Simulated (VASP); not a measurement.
# Sb (P6_3/mmc) in VASP: notebook

Sb is run at these levels: PBE, PBEsol; tasks: relaxation of cell and atoms, single point.

Program: VASP 6.6.1. These are calculated values, not measurements. Logs are shortened: lines on timing, memory, paths and dates and some standing lists are left out, and cuts for length are marked.

**1. The cell of the first run**

It takes space group P6_3/mmc (No. 194, hexagonal). Conventional cell: a = 3.355 Å, b = 3.355 Å, c = 5.470 Å, α = 90.00°, β = 90.00°, γ = 120.00°. Within 4.4 Å of Sb (site symmetry -6m2) lie 12 Sb at 3.35 Å.

**2. Relaxation of cell and atoms, PBE**

Input file INCAR:

```
PREC     = Accurate       # precision mode
ENCUT    = 600            # plane-wave cutoff, eV
EDIFF    = 1E-7           # SCF threshold, eV
ISMEAR   = -1             # smearing method
SIGMA    = 0.05           # smearing width, eV
LREAL    = F              # projectors in reciprocal space
LASPH    = T              # aspherical terms in the spheres
NELM     = 100            # most SCF steps
ALGO     = Normal         # electronic algorithm
ISIF     = 3              # what is computed and relaxed
LWAVE    = F              # write WAVECAR
LCHARG   = F              # write CHGCAR
GGA      = PE             # functional
IBRION   = 2              # ionic algorithm
NSW      = 60             # ionic steps
EDIFFG   = -0.01          # ionic threshold
```

Input file KPOINTS:

```
regular mesh
0
Gamma
  9 9 5
```

Input file POSCAR:

```
Sb
1.0
    3.3545324186      0.0000000000      0.0000000000
   -1.6772662093      2.9051102923      0.0000000000
    0.0000000000      0.0000000000      5.4701606500
Sb
2
Direct
    0.6666666667      0.3333333333      0.7500000000
    0.3333333333      0.6666666667      0.2500000000
```

Potentials or basis: VASP PAW PBE potentials, release 64 (Sb).

Launch:

```console
$ cat potpaw_PBE.64/Sb/POTCAR > POTCAR
$ mpirun -np 1 vasp_std > vasp.out
```

OUTCAR:

```text
PREC = Accurate
   ENCUT = 600
   EDIFF = 1E-7
   ISMEAR = -1
   LREAL = F
   LASPH = T
   NELM = 100
   ISIF = 3
   GGA = PE
   IBRION = 2
   NSW = 60
   EDIFFG = -0.01

 ion  position               nearest neighbor table
   1  0.667  0.333  0.750-   2 3.35   2 3.35   2 3.35   2 3.35   2 3.35   2 3.35
   2  0.333  0.667  0.250-   1 3.35   1 3.35   1 3.35   1 3.35   1 3.35   1 3.35

  LATTYP: Found a hexagonal cell.
 ALAT       =     3.3545324186
 C/A-ratio  =     1.6306775334

  Lattice vectors:

 A1 = (   3.3545324186,   0.0000000000,   0.0000000000)
 A2 = (  -1.6772662093,   2.9051102923,   0.0000000000)
 A3 = (   0.0000000000,   0.0000000000,   5.4701606500)

Analysis of symmetry for initial positions (statically):
=====================================================================
 Subroutine PRICEL returns:
 Original cell was already a primitive cell.

 Routine SETGRP: Setting up the symmetry group for a
 hexagonal supercell.

 Subroutine GETGRP returns: Found 24 space group operations
 (whereof 12 operations were pure point group operations)
 out of a pool of 24 trial point group operations.

The static configuration has the point symmetry D_3d.
 The point group associated with its full space group is D_6h.

Analysis of symmetry for dynamics (positions and initial velocities):
=====================================================================
 Subroutine PRICEL returns:
 Original cell was already a primitive cell.

 Routine SETGRP: Setting up the symmetry group for a
 hexagonal supercell.

 Subroutine GETGRP returns: Found 24 space group operations
 (whereof 12 operations were pure point group operations)
 out of a pool of 24 trial point group operations.

The dynamic configuration has the point symmetry D_3d.
 The point group associated with its full space group is D_6h.

 Subroutine INISYM returns: Found 24 space group operations
 (whereof 12 operations are pure point group operations),
 and found     1 'primitive' translations

----------------------------------------------------------------------------------------

                                     Primitive cell

  volume of cell :      53.3083

  direct lattice vectors                    reciprocal lattice vectors
     3.354532419  0.000000000  0.000000000     0.298104139  0.172110505  0.000000000
    -1.677266209  2.905110292  0.000000000     0.000000000  0.344221010  0.000000000
     0.000000000  0.000000000  5.470160650     0.000000000  0.000000000  0.182809987

[... 100 lines left out ...]
   IALGO  =     38    algorithm
   IMIX   =      4    mixing-type and parameters
     AMIX     =   0.40;   BMIX     =  1.00
     AMIX_MAG =   1.60;   BMIX_MAG =  1.00
  volume/ion in A,a.u.               =      26.65       179.87
  Fermi-wavevector in a.u.,A,eV,Ry     =   0.937152  1.770960 11.949364  0.878253
  Thomas-Fermi vector in A             =   2.064234
   LORBIT       =      0    0 simple, 1 ext, 2 COOP (PROOUT), +10 PAW based schemes
   GGA     = PE    functional components
   LHFCALC =     F    Hartree Fock is set to
   AEXX    =    0.0000 exact exchange contribution
   IVDW    =     0    specifies the selected vdW correction
   LEPSILON=     F    determine dielectric tensor
   LRPA    =     F    only Hartree local field effects (RPA)
 conjugate gradient relaxation of ions
 non-spin polarized calculation
  energy-cutoff  :      600.00
  volume of cell :       53.31
 maximum number of plane-waves:      1798
 NGX is ok and might be reduce to    28
   NGX = 13   NGY = 13   NGZ = 21

--------------------------------------- Ionic step        1  -------------------------------------------

 number of electron      10.0000000 magnetization

 Free energy of the ion-electron system (eV)
  ---------------------------------------------------
  ext. energy  EPLUGINS =         0.00000000
  ---------------------------------------------------
  free energy    TOTEN  =        -7.72771207 eV

  energy without entropy =       -7.71571563  energy(sigma->0) =       -7.72171385

------------------------ aborting loop because EDIFF is reached ----------------------------------------

  FORCE on cell =-STRESS in cart. coord.  units (eV):
  Direction    XX          YY          ZZ          XY          YZ          ZX
  --------------------------------------------------------------------------------------
  -------------------------------------------------------------------------------------
  Total        0.4771320      0.4771320      0.3835802      0.0000000      0.0000000     -0.0000000
  in kB       14.3401734     14.3401734     11.5284794      0.0000000      0.0000000     -0.0000000
  external PRESSURE =      13.4029420 kB  Pullay stress =       0.0000000 kB
[... 275 lines left out ...]
--------------------------------------- Ionic step        9  -------------------------------------------

 number of electron      10.0000000 magnetization

 Free energy of the ion-electron system (eV)
  ---------------------------------------------------
  ext. energy  EPLUGINS =         0.00000000
  ---------------------------------------------------
  free energy    TOTEN  =        -7.73497428 eV

  energy without entropy =       -7.72366113  energy(sigma->0) =       -7.72931771

 E-fermi :   8.3540     XC(G=0): -10.1709

 val. band max:        8.3400886915   @ k =   0.4444   0.0000   0.0000
 cond. band min:       8.3971041816   @ k =   0.3333   0.2222   0.2000
 fundamental gap:      0.0570154902
 Fermi energy:         8.3540463724

 k-point     1 :       0.0000    0.0000    0.0000
  band No.  band energies     occupation
      1      -4.4833      2.00000
      2      -0.2622      2.00000
      3       2.7211      2.00000
      4      11.2400      0.00000
      5      11.2400      0.00000
      6      13.0483      0.00000
      7      13.0483      0.00000
      8      14.3609      0.00000
      9      15.2680      0.00000
[... 265 lines left out ...]
 k-point    24 :       0.3333    0.3333    0.2000
  band No.  band energies     occupation
      1       0.0894      2.00000
      2       0.0894      2.00000
      3       4.0969      2.00000
      4       5.1619      2.00000
      5       5.1619      2.00000
      6       6.9939      2.00000
      7       9.2319      0.00000
      8       9.2319      0.00000
      9      13.1233      0.00000

 [... further k-points ...]

------------------------ aborting loop because EDIFF is reached ----------------------------------------

  FORCE on cell =-STRESS in cart. coord.  units (eV):
  Direction    XX          YY          ZZ          XY          YZ          ZX
  --------------------------------------------------------------------------------------
  -------------------------------------------------------------------------------------
  Total        0.0049420      0.0049420      0.0007937      0.0000000      0.0000000      0.0000000
  in kB        0.1450471      0.1450471      0.0232962      0.0000000      0.0000000      0.0000000
  external PRESSURE =       0.1044635 kB  Pullay stress =       0.0000000 kB
[... 17 lines left out ...]
  FREE ENERGIE OF THE ION-ELECTRON SYSTEM (eV)
  ---------------------------------------------------
  free  energy   TOTEN  =        -7.7349742846 eV

  energy  without entropy=       -7.7236611309  energy(sigma->0) =       -7.72931771

 reached required accuracy - stopping structural energy minimisation
```

CONTCAR:

```text
Sb
   1.00000000000000
     3.4440226579745796    0.0000000000000000   -0.0000000000000000
    -1.7220113289872898    2.9826111129870321    0.0000000000000000
    -0.0000000000000000    0.0000000000000000    5.3142698140475515
  Sb
     2
Direct
     0.6666666667000030    0.3333333332999970    0.7500000000000000
     0.3333333332999970    0.6666666667000030    0.2500000000000000

  0.00000000E+00  0.00000000E+00  0.00000000E+00
  0.00000000E+00  0.00000000E+00  0.00000000E+00
```

It took 2.7 min on 1 thread of Intel Xeon 6975P-C, shared host; peak memory 0.2 GiB.

Results:

```yaml
Free_energy: -7.7350 eV
Relaxed_volume: 27.29 Å³/atom
Relaxed_cell: a = 3.444 Å, b = 3.444 Å, c = 5.314 Å, α = 90.00°, β = 90.00°, γ = 120.00°
Space_group_after_relaxing_to_0.05_Å: P6_3/mmc (No. 194)
Energy_gained_by_relaxing: 3.6 meV/atom
Ionic_steps: 9
Pressure_after_relaxing: 0.0 GPa
Band_gap_on_the_k_mesh: zero (band 5 reaches 11.85 eV, above the bottom of band 6 at 5.77 eV)
```

Step by step:
| step | energy change (eV) | largest force (eV/Å) | pressure (GPa) | volume (Å³) |
| --- | --- | --- | --- | --- |
| 1 | 0.0000 | 0.0000 | 1.34 | 53.31 |
| 2 | -0.0039 | 0.0000 | -0.59 | 55.05 |
| 3 | -0.0049 | 0.0000 | -0.01 | 54.50 |
| 4 | -0.0049 | 0.0000 | -0.04 | 54.52 |
| 5 | -0.0052 | 0.0000 | -0.04 | 54.53 |
| 6 | -0.0058 | 0.0000 | -0.05 | 54.54 |
| 7 | -0.0067 | 0.0000 | -0.05 | 54.57 |
| 8 | -0.0073 | 0.0000 | 0.03 | 54.59 |
| 9 | -0.0073 | 0.0000 | 0.01 | 54.59 |

Final structure:
```
Sb
1.0
     3.44402    0.00000    0.00000
    -1.72201    2.98261    0.00000
     0.00000    0.00000    5.31427
Sb
2
Cartesian
  1.7220 0.9942 3.9857
  0.0000 1.9884 1.3286
```

Levels at points of the mesh, in eV from the Fermi level:
```csv
k point,band 3,band 4,band 5,band 6,band 7,band 8
"(0.00, 0.00, 0.00)",-5.63,2.89,2.89,4.69,4.69,6.01
```

Caveat: spin-orbit coupling is left out, which moves the levels of the heavy elements.

**3. Single point, PBEsol**

This run uses another cell than the first one, of 20.29 Å³/atom, 0.761 times its volume.

Input file INCAR:

```
SYSTEM = Sb
PREC = Accurate ; ENCUT = 520
EDIFF = 1E-6 ; ISMEAR = -1
SIGMA = 0.05 ; LREAL = .FALSE.
LASPH = .TRUE. ; NELM = 60
ALGO = Normal ; ISIF = 2
LWAVE = .FALSE. ; LCHARG = .FALSE.
GGA = PS ; NBANDS = 12
```

Input file KPOINTS:

```
Automatic mesh
0
G
  9 9 5
  0 0 0
```

Input file POSCAR:

```
Sb
1.0
    3.0728846366      0.0000000000      0.0000000000
   -1.5364423183      2.6611961582      0.0000000000
    0.0000000000      0.0000000000      4.9615069211
Sb
2
Direct
    0.6666666667      0.3333333333      0.7500000000
    0.3333333333      0.6666666667      0.2500000000
```

Potentials or basis: VASP PAW PBE potentials, release 64 (Sb).

Launch:

```console
$ cat potpaw_PBE.64/Sb/POTCAR > POTCAR
$ mpirun -np 1 vasp_std > vasp.out
```

Run time: 6.2 s. Hardware: 1 thread of Intel Xeon 6975P-C, shared host; peak memory 0.16 GiB.

Results (log left out):

```
Free energy            : -7.8295 eV
Pressure               : 30.5 GPa
Band gap on the k mesh : zero (band 5 reaches 18.26 eV, above the bottom of band 6 at 8.70 eV)
```

Levels at points of the mesh, in eV from the Fermi level:
```csv
k point,band 1,band 2,band 3,band 4,band 5,band 6,band 7,band 8,band 9,band 10
"(0.00, 0.00, 0.00)",-15.49,-9.79,-7.80,4.91,4.91,7.15,7.15,8.15,8.93,9.15
```

Caveat: the PAW data sets were made with another functional, which shifts forces and pressure a little; spin-orbit coupling is left out, which moves the levels of the heavy elements.

**4. Single point, PBEsol**

This run uses another cell than the first one, of 21.53 Å³/atom, 0.808 times its volume.

Input file INCAR:

```
PREC = Accurate
ENCUT = 520
EDIFF = 1E-7
ISMEAR = -1
SIGMA = 0.05
LREAL = F
LASPH = T
NELM = 60
ALGO = Normal
ISIF = 2
LWAVE = F
LCHARG = F
GGA = PS
NBANDS = 12
```

Input file KPOINTS:

```
Automatic mesh
0
Gamma
  9 9 5
```

Input file POSCAR:

```
Sb
1.0
    3.1304019722      0.0000000000      0.0000000000
   -1.5652009861      2.7110076319      0.0000000000
    0.0000000000      0.0000000000      5.0737956776
Sb
2
Direct
    0.6666666667      0.3333333333      0.7500000000
    0.3333333333      0.6666666667      0.2500000000
```

Potentials or basis: VASP PAW PBE potentials, release 64 (Sb).

Launch:

```console
$ cat potpaw_PBE.64/Sb/POTCAR > POTCAR
$ mpirun -np 1 vasp_std > vasp.out
```

OUTCAR:

```text
PREC = Accurate
   ENCUT = 520
   EDIFF = 1E-7
   ISMEAR = -1
   LREAL = F
   LASPH = T
   NELM = 60
   ISIF = 2
   GGA = PS

 ion  position               nearest neighbor table
   1  0.667  0.333  0.750-   2 3.11   2 3.11   2 3.11   2 3.11   2 3.11   2 3.11
   2  0.333  0.667  0.250-   1 3.11   1 3.11   1 3.11   1 3.11   1 3.11   1 3.11

  LATTYP: Found a hexagonal cell.
 ALAT       =     3.1304019722
 C/A-ratio  =     1.6208128294

  Lattice vectors:

[... 548 lines left out ...]

------------------------ aborting loop because EDIFF is reached ----------------------------------------

  FORCE on cell =-STRESS in cart. coord.  units (eV):
  Direction    XX          YY          ZZ          XY          YZ          ZX
  --------------------------------------------------------------------------------------
  -------------------------------------------------------------------------------------
  Total        5.4465694      5.4465694      5.4316018     -0.0000000     -0.0000000      0.0000000
  in kB      202.6608235    202.6608235    202.1038958     -0.0000000     -0.0000000      0.0000000
  external PRESSURE =     202.4751809 kB  Pullay stress =       0.0000000 kB

 VOLUME and BASIS-vectors are now :
 -----------------------------------------------------------------------------
  energy-cutoff  :      520.00
  volume of cell :       43.06
      direct lattice vectors                 reciprocal lattice vectors
     3.130401972  0.000000000  0.000000000     0.319447793  0.184433269  0.000000000
    -1.565200986  2.711007632  0.000000000     0.000000000  0.368866538  0.000000000
     0.000000000  0.000000000  5.073795678     0.000000000  0.000000000  0.197091106

 POSITION                                       TOTAL-FORCE (eV/Angst)
 -----------------------------------------------------------------------------------
      1.56520      0.90367      3.80535        -0.000000     -0.000000      0.000000
     -0.00000      1.80734      1.26845         0.000000      0.000000      0.000000
 -----------------------------------------------------------------------------------
    total drift:                               -0.000000      0.000000      0.000000

  FREE ENERGIE OF THE ION-ELECTRON SYSTEM (eV)
  ---------------------------------------------------
  free  energy   TOTEN  =        -8.2188686200 eV

  energy  without entropy=       -8.2109246851  energy(sigma->0) =       -8.21489665
```

stdout:

```text
POSCAR found type information on POSCAR Sb
 POSCAR found :  1 types and       2 ions
 scaLAPACK will be used
 -----------------------------------------------------------------------------
|                                                                             |
|                                                                             |
|     You enforced a specific xc type in the INCAR file but a different       |
|     I HOPE YOU KNOW WHAT YOU ARE DOING!                                     |
|                                                                             |
 -----------------------------------------------------------------------------

 LDA part: xc-table for (Slater+PW92), standard interpolation
 POSCAR, INCAR and KPOINTS ok, starting setup
 FFT: planning ... GRIDC
 FFT: planning ... GRID_SOFT
 FFT: planning ... GRID
 WAVECAR not read
 entering main loop
```

Run time: 7 s. Hardware: 1 thread of Intel Xeon 6975P-C, shared host; peak memory 0.16 GiB.

Results:

- Free energy: -8.2189 eV
- Pressure: 20.2 GPa
- Band gap on the k mesh: zero (band 5 reaches 16.96 eV, above the bottom of band 6 at 7.99 eV)

Levels at points of the mesh, in eV from the Fermi level:
```tsv
k point	band 3	band 4	band 5	band 6	band 7	band 8
(0.00, 0.00, 0.00)	-7.32	4.67	4.67	6.79	6.79	7.51
```

Caveat: the PAW data sets were made with another functional, which shifts forces and pressure a little; spin-orbit coupling is left out, which moves the levels of the heavy elements.

**5. The runs side by side**

| task | level | cell | cutoff (eV) | gap on the mesh (eV) | pressure (GPa) |
| --- | --- | --- | --- | --- | --- |
| relaxation of cell and atoms | PBE | relaxed from a = 3.355, b = 3.355, c = 5.470 Å, angles 90.0, 90.0, 120.0°, 2 atoms | 600 | none | 0.0 |
| single point | PBEsol | a = 3.073, b = 3.073, c = 4.962 Å, angles 90.0, 90.0, 120.0°, 2 atoms | 520 | none | 30.5 |
| single point | PBEsol | a = 3.130, b = 3.130, c = 5.074 Å, angles 90.0, 90.0, 120.0°, 2 atoms | 520 | none | 20.2 |

Alike in all rows: potentials or basis VASP PAW PBE potentials, release 64 (Sb); no spin polarisation; k mesh 9 × 9 × 5; smearing fermi-dirac 0.05 eV.

Caveats: spin-orbit coupling is left out, which moves the levels of the heavy elements; the PAW data sets were made with another functional, which shifts forces and pressure a little (some runs).

Absolute energies hang on the potentials; compare differences alone.
